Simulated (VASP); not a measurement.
# PbSe (Clausthalite) (Fm-3m) in VASP: single point with r2SCAN

Aim: the single point of PbSe (Clausthalite) with r2SCAN.

Program: VASP 6.6.1. These are calculated values, not measurements. Logs are shortened: lines on timing, memory, paths and dates and some standing lists are left out, and cuts for length are marked.

## 1. The cell of the first run

The structure is cubic, space group Fm-3m (No. 225). Conventional cell: a = 6.121 Å, b = 6.121 Å, c = 6.121 Å, α = 90.00°, β = 90.00°, γ = 90.00°. Pb (site symmetry m-3m) has 6 Se at 3.06 Å within 4.0 Å. Within 4.0 Å of Se (site symmetry m-3m) lie 6 Pb at 3.06 Å.

## 2. Single point, r2SCAN

The input, POSCAR:

```
PbSe
1.0
    0.0000000000      3.0606500000      3.0606500000
    3.0606500000      0.0000000000      3.0606500000
    3.0606500000      3.0606500000      0.0000000000
Pb Se
1 1
Direct
    0.0000000000      0.0000000000      0.0000000000
    0.5000000000      0.5000000000      0.5000000000
```

The input, INCAR.step1:

```
SYSTEM = PbSe
PREC = Accurate
ENCUT = 550
ISMEAR = 0
SIGMA = 0.01
LREAL = .FALSE.
LASPH = .TRUE.
NELM = 120
NBANDS = 17
GGA = PE
ALGO = Normal
EDIFF = 1E-5
LWAVE = .TRUE.
LCHARG = .FALSE.
GGA_COMPAT = .FALSE.
```

The input, INCAR.step2:

```
SYSTEM = PbSe
PREC = Accurate
ENCUT = 550
EDIFF = 1E-6
ISMEAR = 0
SIGMA = 0.01
LREAL = .FALSE.
LASPH = .TRUE.
NELM = 120
ALGO = Normal
ISIF = 2
LWAVE = .FALSE.
LCHARG = .FALSE.
METAGGA = R2SCAN
LMIXTAU = .TRUE.
NBANDS = 17
ISTART = 1
GGA_COMPAT = .FALSE.
```

The input, KPOINTS:

```
regular mesh
0
G
  5 5 5
  0 0 0
```

Potentials or basis: VASP PAW PBE potentials, release 64 (Pb_d, Se).

Launch:

```bash
> cat potpaw_PBE.64/Pb_d/POTCAR potpaw_PBE.64/Se/POTCAR > POTCAR
> cp INCAR.step1 INCAR
> mpirun -np 1 vasp_std > vasp.out
> cp INCAR.step2 INCAR
> mpirun -np 1 vasp_std > vasp.out
```

OUTCAR:

```text
SYSTEM = PbSe
   PREC = Accurate
   ENCUT = 550
   EDIFF = 1E-6
   ISMEAR = 0
   LREAL = .FALSE.
   LASPH = .TRUE.
   NELM = 120
   ISIF = 2
   METAGGA = R2SCAN
   ISTART = 1

 ion  position               nearest neighbor table
   1  0.000  0.000  0.000-   2 3.06   2 3.06   2 3.06   2 3.06   2 3.06   2 3.06
   2  0.500  0.500  0.500-   1 3.06   1 3.06   1 3.06   1 3.06   1 3.06   1 3.06

  LATTYP: Found a face centered cubic cell.
 ALAT       =     6.1213000000

  Lattice vectors:

 A1 = (   0.0000000000,   3.0606500000,   3.0606500000)
 A2 = (   3.0606500000,   0.0000000000,   3.0606500000)
 A3 = (   3.0606500000,   3.0606500000,   0.0000000000)

Analysis of symmetry for initial positions (statically):
=====================================================================
 Subroutine PRICEL returns:
 Original cell was already a primitive cell.

 Routine SETGRP: Setting up the symmetry group for a
 face centered cubic supercell.

 Subroutine GETGRP returns: Found 48 space group operations
 (whereof 48 operations were pure point group operations)
 out of a pool of 48 trial point group operations.

The static configuration has the point symmetry O_h .

Analysis of symmetry for dynamics (positions and initial velocities):
=====================================================================
 Subroutine PRICEL returns:
 Original cell was already a primitive cell.

 Routine SETGRP: Setting up the symmetry group for a
 face centered cubic supercell.

 Subroutine GETGRP returns: Found 48 space group operations
 (whereof 48 operations were pure point group operations)
 out of a pool of 48 trial point group operations.

The dynamic configuration has the point symmetry O_h .

 Subroutine INISYM returns: Found 48 space group operations
 (whereof 48 operations are pure point group operations),
 and found     1 'primitive' translations

----------------------------------------------------------------------------------------

                                     Primitive cell

  volume of cell :      57.3418

  direct lattice vectors                    reciprocal lattice vectors
     0.000000000  3.060650000  3.060650000    -0.163363991  0.163363991  0.163363991
     3.060650000  0.000000000  3.060650000     0.163363991 -0.163363991  0.163363991
     3.060650000  3.060650000  0.000000000     0.163363991  0.163363991 -0.163363991

  length of vectors
     4.328412740  4.328412740  4.328412740     0.282954733  0.282954733  0.282954733

  position of ions in fractional coordinates (direct lattice)
     0.000000000  0.000000000  0.000000000
     0.500000000  0.500000000  0.500000000

  ion indices of the primitive-cell ions
   primitive index   ion index
                 1           1
                 2           2

----------------------------------------------------------------------------------------

 KPOINTS: regular mesh

Automatic generation of k-mesh.
 Grid dimensions read from file:
 generate k-points for:    5    5    5

 Generating k-lattice:

  Cartesian coordinates                     Fractional coordinates (reciprocal lattice)
    -0.032672798  0.032672798  0.032672798     0.200000000  0.000000000  0.000000000
     0.032672798 -0.032672798  0.032672798     0.000000000  0.200000000  0.000000000
     0.032672798  0.032672798 -0.032672798     0.000000000  0.000000000  0.200000000

  Length of vectors
     0.056590947  0.056590947  0.056590947

  Shift w.r.t. Gamma in fractional coordinates (k-lattice)
     0.000000000  0.000000000  0.000000000

 Subroutine IBZKPT returns following result:
 ===========================================

 Found     10 irreducible k-points:

 Following reciprocal coordinates:
            Coordinates               Weight
  0.000000  0.000000  0.000000      1.000000
  0.200000  0.000000  0.000000      8.000000
  0.400000  0.000000  0.000000      8.000000
  0.200000  0.200000  0.000000      6.000000
  0.400000  0.200000  0.000000     24.000000
 -0.400000  0.200000  0.000000     24.000000
 -0.200000  0.200000  0.000000     12.000000
  0.400000  0.400000  0.000000      6.000000
 -0.400000  0.400000  0.000000     12.000000
 -0.400000  0.400000  0.200000     24.000000
   k-points           NKPTS =     10   k-points in BZ     NKDIM =     10   number of bands    NBANDS=     17
   number of dos      NEDOS =    301   number of ions     NIONS =      2
   total plane-waves  NPLWV =  46656
   dimension x,y,z NGX =    36 NGY =   36 NGZ =   36
   dimension x,y,z NGXF=    72 NGYF=   72 NGZF=   72
   ions per type =               1   1
   NGX,Y,Z   is equivalent  to a cutoff of  13.83, 13.83, 13.83 a.u.
   NGXF,Y,Z  is equivalent  to a cutoff of  27.65, 27.65, 27.65 a.u.
 SYSTEM =  PbSe
   PREC   = accura    normal or accurate (medium, high low for compatibility)
   ISTART =      1    job   : 0-new  1-cont  2-samecut
   ICHARG =      0    charge: 1-file 2-atom 10-const
   ISPIN  =      1    spin polarized calculation?
   LNONCOLLINEAR =      F non collinear calculations
   LSORBIT =      F    spin-orbit coupling
   LASPH  =      T    aspherical Exc in radial PAW
   ENCUT  =  550.0 eV  40.42 Ry    6.36 a.u.   8.28  8.28  8.28*2*pi/ulx,y,z
   NELM   =    120;   NELMIN=  2; NELMDL=  0     # of ELM steps
   EDIFF  = 0.1E-05   stopping-criterion for ELM
   LREAL  =      F    real-space projection
   EDIFFG = 0.1E-04   stopping-criterion for IOM
   NSW    =      0    number of steps for IOM
   IBRION =     -1    ionic relax: 0-MD 1-quasi-New 2-CG
   NFREE  =      0    steps in history (QN), initial steepest desc. (CG)
   ISIF   =      2    stress and relaxation
   ISYM   =      2    0-nonsym 1-usesym 2-fastsym
   POTIM  = 0.5000    time-step for ionic-motion
   TEBEG  =    0.0;   TEEND  =   0.0 temperature during run
   PSTRESS=    0.0 pullay stress
   NELECT =      20.0000    total number of electrons
   NUPDOWN=      -1.0000    fix difference up-down
   EMIN   =  10.00;   EMAX   =-10.00  energy-range for DOS
   EFERMI =   0.00;   METHOD = LEGACY
   ISMEAR =     0;   SIGMA  =   0.01  broadening in eV -4-tet -1-fermi 0-gaus
   EFERMI_NEDOS =   21; number of points for ismear=-14 and -15
   IALGO  =     38    algorithm
   IMIX   =      4    mixing-type and parameters
     AMIX     =   0.40;   BMIX     =  1.00
     AMIX_MAG =   1.60;   BMIX_MAG =  1.00
  volume/ion in A,a.u.               =      28.67       193.48
  Fermi-wavevector in a.u.,A,eV,Ry     =   1.152377  2.177676 18.068159  1.327972
  Thomas-Fermi vector in A             =   2.289028
   LORBIT       =      0    0 simple, 1 ext, 2 COOP (PROOUT), +10 PAW based schemes
   METAGGA = R2SCAN    functional components
   LHFCALC =     F    Hartree Fock is set to
   AEXX    =    0.0000 exact exchange contribution
   IVDW    =     0    specifies the selected vdW correction
   LEPSILON=     F    determine dielectric tensor
   LRPA    =     F    only Hartree local field effects (RPA)
 non-spin polarized calculation
 Gauss-broadening in eV      SIGMA  =   0.01
  energy-cutoff  :      550.00
  volume of cell :       57.34
 maximum number of plane-waves:      1694
 NGX is ok and might be reduce to    36
   NGX = 17   NGY = 17   NGZ = 17

 number of electron      20.0000001 magnetization

 Free energy of the ion-electron system (eV)
  ---------------------------------------------------
  ext. energy  EPLUGINS =         0.00000000
  ---------------------------------------------------
  free energy    TOTEN  =       -71.93951077 eV

  energy without entropy =      -71.93951077  energy(sigma->0) =      -71.93951077

 E-fermi :   4.6403     XC(G=0): -10.0707

 val. band max:        4.5871542859   @ k =   0.4000   0.0000   0.0000
 cond. band min:       5.9640674551   @ k =   0.4000   0.0000   0.0000
 fundamental gap:      1.3769131692
 Fermi energy:         4.6403460557

 k-point     1 :       0.0000    0.0000    0.0000
  band No.  band energies     occupation
      1     -12.5534      2.00000
      2     -12.5534      2.00000
      3     -12.5534      2.00000
      4     -12.5505      2.00000
      5     -12.5505      2.00000
      6      -9.2379      2.00000
[... 9 lines left out ...]
     16      11.8727      0.00000
     17      13.5504      0.00000

 k-point     2 :       0.2000    0.0000    0.0000
  band No.  band energies     occupation
      1     -12.5602      2.00000
      2     -12.5602      2.00000
      3     -12.5521      2.00000
      4     -12.5415      2.00000
      5     -12.5415      2.00000
      6      -8.9339      2.00000
[... 9 lines left out ...]
     16      12.7039      0.00000
     17      15.9081      0.00000

 k-point     3 :       0.4000    0.0000    0.0000
  band No.  band energies     occupation
      1     -12.5750      2.00000
      2     -12.5750      2.00000
      3     -12.5506      2.00000
      4     -12.5231      2.00000
      5     -12.5231      2.00000
      6      -8.2832      2.00000
[... 9 lines left out ...]
     16      14.7545      0.00000
     17      16.6339      0.00000

 k-point     4 :       0.2000    0.2000    0.0000
  band No.  band energies     occupation
      1     -12.5830      2.00000
      2     -12.5595      2.00000
      3     -12.5440      2.00000
      4     -12.5386      2.00000
      5     -12.5386      2.00000
      6      -8.8216      2.00000
[... 9 lines left out ...]
     16      14.1119      0.00000
     17      14.6077      0.00000

 k-point     5 :       0.4000    0.2000    0.0000
  band No.  band energies     occupation
      1     -12.6121      2.00000
      2     -12.5564      2.00000
      3     -12.5533      2.00000
      4     -12.5286      2.00000
      5     -12.5200      2.00000
      6      -8.2567      2.00000
[... 9 lines left out ...]
     16      15.8223      0.00000
     17      16.5978      0.00000

 k-point     6 :      -0.4000    0.2000    0.0000
  band No.  band energies     occupation
      1     -12.6065      2.00000
      2     -12.5661      2.00000
      3     -12.5438      2.00000
      4     -12.5301      2.00000
      5     -12.5210      2.00000
      6      -7.9741      2.00000
[... 9 lines left out ...]
     16      14.7423      0.00000
     17      17.2189      0.00000

 k-point     7 :      -0.2000    0.2000    0.0000
  band No.  band energies     occupation
      1     -12.5756      2.00000
      2     -12.5675      2.00000
      3     -12.5483      2.00000
      4     -12.5370      2.00000
      5     -12.5303      2.00000
      6      -8.4879      2.00000
[... 9 lines left out ...]
     16      15.0307      0.00000
     17      15.6080      0.00000

 k-point     8 :       0.4000    0.4000    0.0000
  band No.  band energies     occupation
      1     -12.6731      2.00000
      2     -12.5695      2.00000
      3     -12.5333      2.00000
      4     -12.5132      2.00000
      5     -12.5132      2.00000
      6      -7.9254      2.00000
[... 9 lines left out ...]
     16      16.5741      0.00000
     17      17.7282      0.00000

 k-point     9 :      -0.4000    0.4000    0.0000
  band No.  band energies     occupation
      1     -12.6675      2.00000
      2     -12.5605      2.00000
      3     -12.5424      2.00000
      4     -12.5171      2.00000
      5     -12.5126      2.00000
      6      -7.7366      2.00000
[... 9 lines left out ...]
     16      16.2157      0.00000
     17      18.2162      0.00000

 k-point    10 :      -0.4000    0.4000    0.2000
  band No.  band energies     occupation
      1     -12.6414      2.00000
      2     -12.5539      2.00000
      3     -12.5497      2.00000
      4     -12.5297      2.00000
      5     -12.5135      2.00000
      6      -7.8341      2.00000
[... 9 lines left out ...]
     16      16.8679      0.00000
     17      16.8903      0.00000

------------------------ aborting loop because EDIFF is reached ----------------------------------------

  FORCE on cell =-STRESS in cart. coord.  units (eV):
  Direction    XX          YY          ZZ          XY          YZ          ZX
  --------------------------------------------------------------------------------------
  -------------------------------------------------------------------------------------
  Total        0.5155942      0.5155942      0.5155942      0.0000000      0.0000000      0.0000000
  in kB       14.4061398     14.4061398     14.4061398      0.0000000      0.0000000      0.0000000
  external PRESSURE =      14.4061398 kB  Pullay stress =       0.0000000 kB

 VOLUME and BASIS-vectors are now :
 -----------------------------------------------------------------------------
  energy-cutoff  :      550.00
  volume of cell :       57.34
      direct lattice vectors                 reciprocal lattice vectors
     0.000000000  3.060650000  3.060650000    -0.163363991  0.163363991  0.163363991
     3.060650000  0.000000000  3.060650000     0.163363991 -0.163363991  0.163363991
     3.060650000  3.060650000  0.000000000     0.163363991  0.163363991 -0.163363991

 POSITION                                       TOTAL-FORCE (eV/Angst)
 -----------------------------------------------------------------------------------
      0.00000      0.00000      0.00000        -0.000000     -0.000000     -0.000000
      3.06065      3.06065      3.06065         0.000000      0.000000      0.000000
 -----------------------------------------------------------------------------------
    total drift:                               -0.000000      0.000000      0.000000

  FREE ENERGIE OF THE ION-ELECTRON SYSTEM (eV)
  ---------------------------------------------------
  free  energy   TOTEN  =       -71.9395107671 eV

  energy  without entropy=      -71.9395107671  energy(sigma->0) =      -71.93951077
```

It took 51 s on 1 thread of AMD EPYC 9R14 (Zen 4), shared host; peak memory 0.18 GiB.

What came out:

- Free energy: -71.9395 eV
- Pressure: 1.4 GPa

Caveat: this odd mesh misses L, where the gap lies, so gap, dielectric constants and Born charges aren't listed; the PAW data sets were made with another functional, which shifts forces and pressure a little; spin-orbit coupling is left out, which moves the levels of the heavy elements.
